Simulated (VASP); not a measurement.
# HfB2 (P6/mmm) in VASP: further runs

HfB2 is run at these levels: PBE+D3(BJ), PBE+D4; tasks: single point.

Everything below comes from runs of VASP 6.6.1. Logs are shortened: lines on timing, memory, paths and dates and some standing lists are left out, and cuts for length are marked.

### Step 1. The cell of the first run

Symmetry: P6/mmm, No. 191, hexagonal system. Conventional cell: a = 3.121 Å, b = 3.121 Å, c = 3.460 Å, α = 90.00°, β = 90.00°, γ = 120.00°. Hf (site symmetry 6/mmm) has 12 B at 2.50 Å and 6 Hf at 3.12 Å within 3.3 Å. Within 2.4 Å of B (site symmetry -6m2) lie 3 B at 1.80 Å.

### Step 2. Single point, PBE+D3(BJ)

The input, INCAR:

```
SYSTEM = HfB2
PREC     = Accurate       ! precision mode
ENCUT    = 520            ! plane-wave cutoff, eV
EDIFF    = 1E-6           ! SCF threshold, eV
ISMEAR   = -1             ! smearing method
SIGMA    = 0.05           ! smearing width, eV
LREAL    = .False.        ! projectors in reciprocal space
LASPH    = .True.         ! aspherical terms in the spheres
NELM     = 80             ! most SCF steps
ALGO     = Normal         ! electronic algorithm
ISIF     = 2              ! what is computed and relaxed
LWAVE    = .False.        ! write WAVECAR
LCHARG   = .False.        ! write CHGCAR
GGA      = PE             ! functional
IVDW     = 12             ! dispersion correction
NBANDS   = 15             ! bands
```

The input, KPOINTS:

```
regular mesh
0
Gamma
  10 10 8
  0 0 0
```

The input, POSCAR:

```
HfB2
1.0
    3.1205174892      0.0000000000      0.0000000000
   -1.5602587446      2.7024474186      0.0000000000
    0.0000000000      0.0000000000      3.4596583361
Hf B
1 2
Direct
    0.0000000000      0.0000000000      0.0000000000
    0.6666666667      0.3333333333      0.5000000000
    0.3333333333      0.6666666667      0.5000000000
```

Potentials or basis: VASP PAW PBE potentials, release 64 (Hf_pv, B).

On the command line:

```bash
cat potpaw_PBE.64/Hf_pv/POTCAR potpaw_PBE.64/B/POTCAR > POTCAR
mpirun -np 1 vasp_std > vasp.out
```

OUTCAR:

```text
SYSTEM = HfB2
   PREC = Accurate
   ENCUT = 520
   EDIFF = 1E-6
   ISMEAR = -1
   LREAL = .False.
   LASPH = .True.
   NELM = 80
   ISIF = 2
   GGA = PE
   IVDW = 12
 IVDW          = 12

 ion  position               nearest neighbor table
   1  0.000  0.000  0.000-   2 2.50   3 2.50   2 2.50   3 2.50   3 2.50   3 2.50   2 2.50   2 2.50
                             2 2.50   2 2.50   3 2.50   3 2.50
   2  0.667  0.333  0.500-   3 1.80   3 1.80   3 1.80   1 2.50   1 2.50   1 2.50   1 2.50   1 2.50
                             1 2.50
   3  0.333  0.667  0.500-   2 1.80   2 1.80   2 1.80   1 2.50   1 2.50   1 2.50   1 2.50   1 2.50
                             1 2.50

  LATTYP: Found a hexagonal cell.
 ALAT       =     3.1205174892
 C/A-ratio  =     1.1086809634

  Lattice vectors:

 A1 = (   3.1205174892,   0.0000000000,   0.0000000000)
 A2 = (  -1.5602587446,   2.7024474186,   0.0000000000)
 A3 = (   0.0000000000,   0.0000000000,   3.4596583361)

Analysis of symmetry for initial positions (statically):
=====================================================================
 Subroutine PRICEL returns:
 Original cell was already a primitive cell.

 Routine SETGRP: Setting up the symmetry group for a
 hexagonal supercell.

 Subroutine GETGRP returns: Found 24 space group operations
 (whereof 24 operations were pure point group operations)
 out of a pool of 24 trial point group operations.

The static configuration has the point symmetry D_6h.

Analysis of symmetry for dynamics (positions and initial velocities):
=====================================================================
 Subroutine PRICEL returns:
 Original cell was already a primitive cell.

 Routine SETGRP: Setting up the symmetry group for a
 hexagonal supercell.

 Subroutine GETGRP returns: Found 24 space group operations
 (whereof 24 operations were pure point group operations)
 out of a pool of 24 trial point group operations.

The dynamic configuration has the point symmetry D_6h.

 Subroutine INISYM returns: Found 24 space group operations
 (whereof 24 operations are pure point group operations),
 and found     1 'primitive' translations

----------------------------------------------------------------------------------------

                                     Primitive cell

  volume of cell :      29.1754

  direct lattice vectors                    reciprocal lattice vectors
     3.120517489  0.000000000  0.000000000     0.320459668  0.185017476  0.000000000
    -1.560258745  2.702447419  0.000000000     0.000000000  0.370034952  0.000000000
     0.000000000  0.000000000  3.459658336     0.000000000  0.000000000  0.289045883

  length of vectors
     3.120517489  3.120517489  3.459658336     0.370034952  0.370034952  0.289045883

  position of ions in fractional coordinates (direct lattice)
     0.000000000  0.000000000  0.000000000
     0.666666667  0.333333333  0.500000000
     0.333333333  0.666666667  0.500000000

  ion indices of the primitive-cell ions
   primitive index   ion index
                 1           1
                 2           2
                 3           3

----------------------------------------------------------------------------------------

 KPOINTS: regular mesh

Automatic generation of k-mesh.
 Grid dimensions read from file:
 generate k-points for:   10   10    8

 Generating k-lattice:

  Cartesian coordinates                     Fractional coordinates (reciprocal lattice)
     0.032045967  0.018501748  0.000000000     0.100000000  0.000000000  0.000000000
     0.000000000  0.037003495  0.000000000     0.000000000  0.100000000  0.000000000
     0.000000000  0.000000000  0.036130735     0.000000000  0.000000000  0.125000000

  Length of vectors
     0.037003495  0.037003495  0.036130735

  Shift w.r.t. Gamma in fractional coordinates (k-lattice)
     0.000000000  0.000000000  0.000000000

 Subroutine IBZKPT returns following result:
 ===========================================

 Found     70 irreducible k-points:

 Following reciprocal coordinates:
            Coordinates               Weight
  0.000000  0.000000  0.000000      1.000000
  0.100000  0.000000  0.000000      6.000000
  0.200000  0.000000  0.000000      6.000000
  0.300000  0.000000  0.000000      6.000000
  0.400000 -0.000000  0.000000      6.000000
  0.500000  0.000000  0.000000      3.000000
[... 16 lines left out ...]
  0.300000  0.100000  0.125000     24.000000
  0.400000  0.100000  0.125000     24.000000
 [... further k-points ...]
   k-points           NKPTS =     70   k-points in BZ     NKDIM =     70   number of bands    NBANDS=     15
   number of dos      NEDOS =    301   number of ions     NIONS =      3
   total plane-waves  NPLWV =  16128
   dimension x,y,z NGX =    24 NGY =   24 NGZ =   28
   dimension x,y,z NGXF=    48 NGYF=   48 NGZF=   56
   ions per type =               1   2
   NGX,Y,Z   is equivalent  to a cutoff of  12.79, 12.79, 13.45 a.u.
   NGXF,Y,Z  is equivalent  to a cutoff of  25.57, 25.57, 26.91 a.u.
 SYSTEM =  HfB2
   PREC   = accura    normal or accurate (medium, high low for compatibility)
   ISTART =      0    job   : 0-new  1-cont  2-samecut
   ICHARG =      2    charge: 1-file 2-atom 10-const
   ISPIN  =      1    spin polarized calculation?
   LNONCOLLINEAR =      F non collinear calculations
   LSORBIT =      F    spin-orbit coupling
   LASPH  =      T    aspherical Exc in radial PAW
   ENCUT  =  520.0 eV  38.22 Ry    6.18 a.u.   5.80  5.80  6.43*2*pi/ulx,y,z
   NELM   =     80;   NELMIN=  2; NELMDL= -5     # of ELM steps
   EDIFF  = 0.1E-05   stopping-criterion for ELM
   LREAL  =      F    real-space projection
   EDIFFG = 0.1E-04   stopping-criterion for IOM
   NSW    =      0    number of steps for IOM
   IBRION =     -1    ionic relax: 0-MD 1-quasi-New 2-CG
   NFREE  =      0    steps in history (QN), initial steepest desc. (CG)
   ISIF   =      2    stress and relaxation
   ISYM   =      2    0-nonsym 1-usesym 2-fastsym
   POTIM  = 0.5000    time-step for ionic-motion
   TEBEG  =    0.0;   TEEND  =   0.0 temperature during run
   PSTRESS=    0.0 pullay stress
   NELECT =      16.0000    total number of electrons
   NUPDOWN=      -1.0000    fix difference up-down
   EMIN   =  10.00;   EMAX   =-10.00  energy-range for DOS
   EFERMI =   0.00;   METHOD = LEGACY
   ISMEAR =    -1;   SIGMA  =   0.05  broadening in eV -4-tet -1-fermi 0-gaus
   EFERMI_NEDOS =   21; number of points for ismear=-14 and -15
   IALGO  =     38    algorithm
   IMIX   =      4    mixing-type and parameters
     AMIX     =   0.40;   BMIX     =  1.00
     AMIX_MAG =   1.60;   BMIX_MAG =  1.00
  volume/ion in A,a.u.               =       9.73        65.63
  Fermi-wavevector in a.u.,A,eV,Ry     =   1.340013  2.532258 24.431109  1.795636
  Thomas-Fermi vector in A             =   2.468360
   LORBIT       =      0    0 simple, 1 ext, 2 COOP (PROOUT), +10 PAW based schemes
   GGA     = PE    functional components
   LHFCALC =     F    Hartree Fock is set to
   AEXX    =    0.0000 exact exchange contribution
   IVDW    =    12    specifies the selected vdW correction
   LEPSILON=     F    determine dielectric tensor
   LRPA    =     F    only Hartree local field effects (RPA)
 non-spin polarized calculation
  energy-cutoff  :      520.00
  volume of cell :       29.18
 maximum number of plane-waves:       808
 NGX is ok and might be reduce to    24
   NGX = 11   NGY = 11   NGZ = 13

 number of electron      15.9999999 magnetization

 Free energy of the ion-electron system (eV)
  ---------------------------------------------------
  ext. energy  EPLUGINS =         0.00000000
  ---------------------------------------------------
  free energy    TOTEN  =       -26.38767536 eV

  energy without entropy =      -26.38511495  energy(sigma->0) =      -26.38639515

 E-fermi :   7.7064     XC(G=0): -12.6831

 val. band max:        7.6454461680   @ k =   0.2000   0.2000   0.1250
 cond. band min:       7.9492848861   @ k =   0.1000   0.1000   0.2500
 fundamental gap:      0.3038387181
 Fermi energy:         7.7063952035

 k-point     1 :       0.0000    0.0000    0.0000
  band No.  band energies     occupation
      1     -22.7600      2.00000
      2     -22.2452      2.00000
      3     -22.2452      2.00000
      4      -6.0416      2.00000
      5       4.7626      2.00000
      6       4.8828      2.00000
      7       4.8828      2.00000
      8       5.0368      2.00000
      9      11.9347      0.00000
     10      11.9347      0.00000
     11      12.5705      0.00000
     12      12.5705      0.00000
     13      12.8927      0.00000
     14      12.8927      0.00000
     15      12.9493      0.00000

 k-point     2 :       0.1000    0.0000    0.0000
  band No.  band energies     occupation
      1     -22.7465      2.00000
      2     -22.3281      2.00000
      3     -22.2635      2.00000
      4      -5.8220      2.00000
      5       4.2858      2.00000
      6       4.8459      2.00000
      7       4.8715      2.00000
      8       4.9803      2.00000
      9      11.1790      0.00000
     10      11.7662      0.00000
     11      11.7809      0.00000
     12      12.1885      0.00000
     13      13.5593      0.00000
     14      13.9928      0.00000
     15      14.3368      0.00000
[... 365 lines left out ...]
      3     -22.4330      2.00000
      4      -3.4133      2.00000
      5       0.6380      2.00000
      6       3.3021      2.00000
      7       4.0159      2.00000
      8       6.0030      2.00000
      9       8.9063      0.00000
     10      11.2130      0.00000
     11      12.2026      0.00000
     12      13.5254      0.00000
     13      15.3654      0.00000
     14      16.0851      0.00000
     15      18.9239      0.00000

 k-point    24 :       0.4000    0.1000    0.1250
  band No.  band energies     occupation
      1     -23.0078      2.00000
      2     -22.6542      2.00000
      3     -22.4741      2.00000
      4      -2.2049      2.00000
      5      -0.8259      2.00000
      6       3.1280      2.00000
      7       4.0074      2.00000
      8       5.5560      2.00000
      9       8.9923      0.00000
     10      12.0415      0.00000
     11      12.1183      0.00000
     12      14.2342      0.00000
     13      15.4937      0.00000
     14      16.4554      0.00000
     15      18.8612      0.00000

 [... further k-points ...]

------------------------ aborting loop because EDIFF is reached ----------------------------------------

 Edisp (eV)   -1.10567

 E8    (eV) :    -0.4977

  FORCE on cell =-STRESS in cart. coord.  units (eV):
  Direction    XX          YY          ZZ          XY          YZ          ZX
  --------------------------------------------------------------------------------------
  -------------------------------------------------------------------------------------
  Total      -0.07939    -0.07939    -0.01827     0.00000    -0.00000     0.00000
  in kB      -4.35972    -4.35972    -1.00322     0.00000    -0.00000     0.00000
  external pressure =       -3.24 kB  Pullay stress =        0.00 kB

 VOLUME and BASIS-vectors are now :
 -----------------------------------------------------------------------------
  energy-cutoff  :      520.00
  volume of cell :       29.18
      direct lattice vectors                 reciprocal lattice vectors
     3.120517489  0.000000000  0.000000000     0.320459668  0.185017476  0.000000000
    -1.560258745  2.702447419  0.000000000     0.000000000  0.370034952  0.000000000
     0.000000000  0.000000000  3.459658336     0.000000000  0.000000000  0.289045883

 POSITION                                       TOTAL-FORCE (eV/Angst)
 -----------------------------------------------------------------------------------
      0.00000      0.00000      0.00000         0.000000      0.000000      0.000000
      1.56026      0.90082      1.72983         0.000000     -0.000000      0.000000
     -0.00000      1.80163      1.72983        -0.000000      0.000000      0.000000
 -----------------------------------------------------------------------------------
    total drift:                               -0.000000      0.000000      0.000000

  FREE ENERGIE OF THE ION-ELECTRON SYSTEM (eV)
  ---------------------------------------------------
  free  energy   TOTEN  =       -27.4933494706 eV

  energy  without entropy=      -27.4907890612  energy(sigma->0) =      -27.49206927
```

It took 15 s on 1 thread of AMD EPYC 9R45 (Zen 5), shared host; peak memory 0.14 GiB.

What came out:

| Property | Result |
| --- | --- |
| Free energy | -27.4933 eV |
| Pressure | -0.3 GPa |
| Band gap on the k mesh | zero (band 8 reaches 8.42 eV, above the bottom of band 9 at 7.57 eV) |
| Dispersion energy per atom | -0.369 eV |

Levels at points of the mesh, in eV from the Fermi level:
```csv
k point,band 5,band 6,band 7,band 8,band 9,band 10,band 11,band 12
"(0.00, 0.00, 0.00)",-2.94,-2.82,-2.82,-2.67,4.23,4.23,4.86,4.86
"(0.50, 0.00, 0.00)",-8.96,-4.09,-3.35,-2.81,2.26,2.89,5.83,5.96
"(0.00, 0.00, 0.50)",-8.33,-1.09,-1.09,0.44,0.44,1.12,1.12,2.38
"(0.50, 0.00, 0.50)",-7.43,-4.92,-4.67,-2.53,4.22,4.37,6.51,7.48
```

Caveat: spin-orbit coupling is left out, which moves the levels of the heavy elements; pairwise dispersion overbinds metals, which lowers pressure and volume.

### Step 3. Single point, PBE+D4

The input, INCAR:

```
SYSTEM = HfB2
  PREC = Accurate
  ENCUT = 520
  EDIFF = 1E-6
  ISMEAR = -1
  SIGMA = 0.05
  LREAL = .False.
  LASPH = .True.
  NELM = 60
  ALGO = Normal
  ISIF = 2
  LWAVE = .False.
  LCHARG = .True.
  GGA = PE
  IVDW = 13
  LELF = .True.
  LVHAR = .True.
  NBANDS = 15
```

KPOINTS is that of step 2.

The input, POSCAR:

```
HfB2
1.0
    3.1266778911      0.0000000000      0.0000000000
   -1.5633389455      2.7077824831      0.0000000000
    0.0000000000      0.0000000000      3.4480123423
Hf B
1 2
Direct
    0.0000000000      0.0000000000      0.0000000000
    0.6666666667      0.3333333333      0.5000000000
    0.3333333333      0.6666666667      0.5000000000
```

Potentials or basis: VASP PAW PBE potentials, release 64 (Hf_pv, B).

On the command line:

```bash
cat potpaw_PBE.64/Hf_pv/POTCAR potpaw_PBE.64/B/POTCAR > POTCAR
mpirun -np 1 vasp_std > vasp.out
```

Wall time 17 s (1 thread of AMD EPYC 9R45 (Zen 5), shared host); peak memory 0.13 GiB.

It converged, with:

| Quantity | Value |
| --- | --- |
| Free energy | -27.3333 eV |
| Pressure | -0.4 GPa |
| Band gap on the k mesh | zero (band 8 reaches 8.36 eV, above the bottom of band 9 at 7.56 eV) |
| Dispersion energy per atom | -0.315 eV |

Stress tensor (GPa, compression positive):
```
-0.47  0.00  0.00
 0.00 -0.47  0.00
 0.00  0.00 -0.13
```

Levels at points of the mesh, in eV from the Fermi level:
```
           k point  band 5  band 6  band 7  band 8  band 9  band 10  band 11  band 12
(0.00, 0.00, 0.00)   -2.92   -2.86   -2.86   -2.63    4.22     4.22     4.91     4.91
(0.50, 0.00, 0.00)   -8.97   -4.05   -3.36   -2.82    2.27     2.90     5.83     5.91
(0.00, 0.00, 0.50)   -8.33   -1.11   -1.11    0.38    0.38     1.12     1.12     2.48
(0.50, 0.00, 0.50)   -7.41   -4.95   -4.67   -2.54    4.19     4.44     6.47     7.55
```

Caveat: spin-orbit coupling is left out, which moves the levels of the heavy elements; pairwise dispersion overbinds metals, which lowers pressure and volume.
